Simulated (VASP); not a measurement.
# CuO (C2/c) in VASP: a series of runs, part 3 of 3

VASP 6.6.1.

## Step 6: Single point, PBE+D3(BJ)

This run uses another cell than the first one, of 10.54 Å³/atom.

Contents of INCAR:

```
SYSTEM = CuO
  PREC = Accurate
  ENCUT = 520
  EDIFF = 1E-6
  ISMEAR = -1
  SIGMA = 0.05
  LREAL = .False.
  LASPH = .True.
  NELM = 60
  ALGO = Normal
  ISIF = 2
  LWAVE = .False.
  LCHARG = .True.
  GGA = PE
  IVDW = 12
  LELF = .True.
  LVHAR = .True.
  NBANDS = 25
```

Contents of KPOINTS:

```
regular mesh
0
Gamma
  10 10 5
  0 0 0
```

Contents of POSCAR:

```
CuO
1.0
    2.3726673498     -1.7338196878      0.0000000000
    2.3726673498      1.7338196878      0.0000000000
   -0.8612132810      0.0000000000      5.1244279405
Cu O
2 2
Direct
    0.5000000000      0.0000000000      0.5000000000
    0.0000000000      0.5000000000      0.0000000000
    0.4184000000      0.5816000000      0.7500000000
    0.5816000000      0.4184000000      0.2500000000
```

Potentials or basis: VASP PAW PBE potentials, release 64 (Cu, O).

Launch:

```sh
cat potpaw_PBE.64/Cu/POTCAR potpaw_PBE.64/O/POTCAR > POTCAR
mpirun -np 1 vasp_std > vasp.out
```

OUTCAR:

```text
SYSTEM = CuO
   PREC = Accurate
   ENCUT = 520
   EDIFF = 1E-6
   ISMEAR = -1
   LREAL = .False.
   LASPH = .True.
   NELM = 60
   ISIF = 2
   GGA = PE
   IVDW = 12
 IVDW          = 12

 ion  position               nearest neighbor table
   1  0.500  0.000  0.500-   3 1.98   4 1.98   4 1.99   3 1.99
   2  0.000  0.500  0.000-   4 1.98   3 1.98   4 1.99   3 1.99
   3  0.418  0.582  0.750-   2 1.98   1 1.98   2 1.99   1 1.99
   4  0.582  0.418  0.250-   1 1.98   2 1.98   2 1.99   1 1.99

  LATTYP: Found a base centered monoclinic cell.
 ALAT       =     4.7453346996
 B/A-ratio  =     0.7307470590
 C/A-ratio  =     1.0950317057
 COS(beta)  =    -0.1657361228

  Lattice vectors:

 A1 = (   2.3726673498,  -1.7338196878,   0.0000000000)
 A2 = (   2.3726673498,   1.7338196878,   0.0000000000)
 A3 = (  -0.8612132810,   0.0000000000,   5.1244279405)

Analysis of symmetry for initial positions (statically):
=====================================================================
 Subroutine PRICEL returns:
 Original cell was already a primitive cell.

 Routine SETGRP: Setting up the symmetry group for a
 base centered monoclinic supercell.

 Subroutine GETGRP returns: Found  4 space group operations
 (whereof  2 operations were pure point group operations)
 out of a pool of  4 trial point group operations.

The static configuration has the point symmetry S_2 .
 The point group associated with its full space group is C_2h.

Analysis of symmetry for dynamics (positions and initial velocities):
=====================================================================
 Subroutine PRICEL returns:
 Original cell was already a primitive cell.

 Routine SETGRP: Setting up the symmetry group for a
 base centered monoclinic supercell.

 Subroutine GETGRP returns: Found  4 space group operations
 (whereof  2 operations were pure point group operations)
 out of a pool of  4 trial point group operations.

The dynamic configuration has the point symmetry S_2 .
[... 121 lines left out ...]
   IALGO  =     38    algorithm
   IMIX   =      4    mixing-type and parameters
     AMIX     =   0.40;   BMIX     =  1.00
     AMIX_MAG =   1.60;   BMIX_MAG =  1.00
  volume/ion in A,a.u.               =      10.54        71.13
  Fermi-wavevector in a.u.,A,eV,Ry     =   1.523804  2.879572 31.592433  2.321978
  Thomas-Fermi vector in A             =   2.632197
   LORBIT       =      0    0 simple, 1 ext, 2 COOP (PROOUT), +10 PAW based schemes
   GGA     = PE    functional components
   LHFCALC =     F    Hartree Fock is set to
   AEXX    =    0.0000 exact exchange contribution
   IVDW    =    12    specifies the selected vdW correction
   LEPSILON=     F    determine dielectric tensor
   LRPA    =     F    only Hartree local field effects (RPA)
 non-spin polarized calculation
  energy-cutoff  :      520.00
  volume of cell :       42.16
 maximum number of plane-waves:      1159
 NGX is ok and might be reduce to    24
   NGX = 11   NGY = 11   NGZ = 19

 number of electron      34.0000011 magnetization

 Free energy of the ion-electron system (eV)
  ---------------------------------------------------
  ext. energy  EPLUGINS =         0.00000000
  ---------------------------------------------------
  free energy    TOTEN  =       -19.56242895 eV

  energy without entropy =      -19.54257455  energy(sigma->0) =      -19.55250175

 E-fermi :   5.1902     XC(G=0): -11.6924

 val. band max:        5.1866017000   @ k =   0.5000   0.1000   0.2000
 cond. band min:       5.1943366580   @ k =   0.5000   0.0000   0.0000
 fundamental gap:      0.0077349580
 Fermi energy:         5.1902269596

 k-point     1 :       0.0000    0.0000    0.0000
  band No.  band energies     occupation
      1     -14.3756      2.00000
      2     -13.1544      2.00000
      3      -2.5689      2.00000
      4      -0.0798      2.00000
      5       0.3048      2.00000
      6       2.0659      2.00000
[... 661 lines left out ...]
     24      18.2893      0.00000
     25      19.4141      0.00000

 [... further k-points ...]

------------------------ aborting loop because EDIFF is reached ----------------------------------------

 Edisp (eV)   -1.08614

 E8    (eV) :    -0.4164

  FORCE on cell =-STRESS in cart. coord.  units (eV):
  Direction    XX          YY          ZZ          XY          YZ          ZX
  --------------------------------------------------------------------------------------
  -------------------------------------------------------------------------------------
  Total      -1.33279    -0.57730    -1.68907     0.00000     0.00000    -0.08617
  in kB     -50.64709   -21.93804   -64.18618     0.00000     0.00000    -3.27462
  external pressure =      -45.59 kB  Pullay stress =        0.00 kB

 VOLUME and BASIS-vectors are now :
 -----------------------------------------------------------------------------
  energy-cutoff  :      520.00
  volume of cell :       42.16
      direct lattice vectors                 reciprocal lattice vectors
     2.372667350 -1.733819688  0.000000000     0.210733291 -0.288380622  0.035415916
     2.372667350  1.733819688  0.000000000     0.210733291  0.288380622  0.035415916
    -0.861213281  0.000000000  5.124427941     0.000000000  0.000000000  0.195143733

 POSITION                                       TOTAL-FORCE (eV/Angst)
 -----------------------------------------------------------------------------------
      0.75573     -0.86691      2.56221         0.000000     -0.000000     -0.000000
      1.18633      0.86691      0.00000         0.000000     -0.000000     -0.000000
      1.72676      0.28296      3.84332        -0.000000     -0.337980      0.000000
      2.15736     -0.28296      1.28111        -0.000000      0.337980     -0.000000
 -----------------------------------------------------------------------------------
    total drift:                                0.000000      0.000000     -0.000000

  FREE ENERGIE OF THE ION-ELECTRON SYSTEM (eV)
  ---------------------------------------------------
  free  energy   TOTEN  =       -20.6485715331 eV

  energy  without entropy=      -20.6287171314  energy(sigma->0) =      -20.63864433
```

OSZICAR:

```text
N       E                     dE             d eps       ncg     rms          rms(c)
DAV:   1     0.294064416138E+03    0.29406E+03   -0.16533E+04  7578   0.214E+03
DAV:   2     0.113732789967E+02   -0.28269E+03   -0.26064E+03  7179   0.394E+02
DAV:   3    -0.244557573788E+02   -0.35829E+02   -0.33742E+02  8835   0.155E+02
DAV:   4    -0.257037197892E+02   -0.12480E+01   -0.12411E+01  8686   0.309E+01
DAV:   5    -0.257251533859E+02   -0.21434E-01   -0.21422E-01  9245   0.362E+00    0.175E+01
DAV:   6    -0.233223111294E+02    0.24028E+01   -0.36463E+01 10103   0.150E+02    0.139E+01
DAV:   7    -0.194931081295E+02    0.38292E+01   -0.10278E+01  8567   0.115E+02    0.259E+00
DAV:   8    -0.195964755111E+02   -0.10337E+00   -0.15788E+00  7417   0.863E+00    0.159E+00
DAV:   9    -0.195663071947E+02    0.30168E-01   -0.60905E-02 11758   0.606E+00    0.478E-01
DAV:  10    -0.195628597711E+02    0.34474E-02   -0.12565E-02 10467   0.171E+00    0.319E-01
DAV:  11    -0.195623889307E+02    0.47084E-03   -0.60420E-03 10577   0.688E-01    0.537E-02
DAV:  12    -0.195623923308E+02   -0.34002E-05   -0.30795E-04  9112   0.197E-01    0.275E-02
DAV:  13    -0.195624308141E+02   -0.38483E-04   -0.52409E-05 10797   0.850E-02    0.109E-02
DAV:  14    -0.195624290265E+02    0.17875E-05   -0.92923E-07  6372   0.359E-02    0.575E-03
DAV:  15    -0.195624289541E+02    0.72393E-07   -0.29830E-06  6506   0.168E-02
   1 F= -.20648572E+02 E0= -.20638644E+02  d E =-.198544E-01
```

stdout:

```text
POSCAR found type information on POSCAR CuO
 POSCAR found :  2 types and       4 ions
 scaLAPACK will be used
 LDA part: xc-table for (Slater+PW92), standard interpolation
 POSCAR, INCAR and KPOINTS ok, starting setup
 FFT: planning ... GRIDC
 FFT: planning ... GRID_SOFT
 FFT: planning ... GRID
 WAVECAR not read
 entering main loop
```

Run time: 3.1 min. Hardware: 1 thread of Intel Xeon 8259CL, shared host; peak memory 0.26 GiB.

What came out:

```yaml
Free_energy: -20.6486 eV
Pressure: -4.6 GPa
Largest_force: 0.338 eV/Å
Band_gap_on_the_k_mesh: zero (bands 17 and 18 overlap by 0.60 eV)
Dispersion_energy_per_atom: -0.272 eV
```

Forces on the atoms (eV/Å):
```
Cu   0.000  0.000  0.000
Cu   0.000  0.000  0.000
O    0.000 -0.338  0.000
O    0.000  0.338  0.000
```

Levels at points of the mesh, in eV from the Fermi level:
| k point | band 15 | band 16 | band 17 | band 18 | band 19 | band 20 |
| --- | --- | --- | --- | --- | --- | --- |
| (0.00, 0.00, 0.00) | -2.06 | -1.59 | 0.21 | 0.91 | 1.60 | 6.01 |
| (0.50, 0.00, 0.00) | -1.42 | -1.35 | 0.00 | 0.26 | 4.90 | 6.17 |
| (0.50, 0.50, 0.00) | -1.64 | -1.17 | -0.63 | 1.03 | 3.47 | 6.97 |

Caveat: the cell stands under tension; semilocal functionals often make such compounds metallic where correlation or magnetic order opens a gap, which also shifts bond lengths.

## Step 7: The runs side by side

| cell | gap on the mesh (eV) | pressure (GPa) | largest force (eV/Å) |
| --- | --- | --- | --- |
| a = 2.861, b = 2.861, c = 5.059 Å, angles 97.7, 97.7, 72.3°, 4 atoms | none | 10.0 | 0.08 |
| a = 2.881, b = 2.881, c = 5.094 Å, angles 97.7, 97.7, 72.3°, 4 atoms | none | 5.7 | 0.15 |
| a = 2.900, b = 2.900, c = 5.129 Å, angles 97.7, 97.7, 72.3°, 4 atoms | none | 1.9 | 0.22 |
| a = 2.920, b = 2.920, c = 5.163 Å, angles 97.7, 97.7, 72.3°, 4 atoms | none | -1.5 | 0.28 |
| a = 2.939, b = 2.939, c = 5.196 Å, angles 97.7, 97.7, 72.3°, 4 atoms | none | -4.6 | 0.34 |

Alike in all rows: task single point; level PBE+D3(BJ); potentials or basis VASP PAW PBE potentials, release 64 (Cu, O); no spin polarisation; k mesh 10 × 10 × 5; cutoff (eV) 520; smearing fermi-dirac 0.05 eV.

Caveats: semilocal functionals often make such compounds metallic where correlation or magnetic order opens a gap, which also shifts bond lengths; the cell stands under pressure (at least some runs); the cell stands under tension (at least some runs).

Total energies depend on the potentials used, so only differences within one code and one set of settings carry meaning.
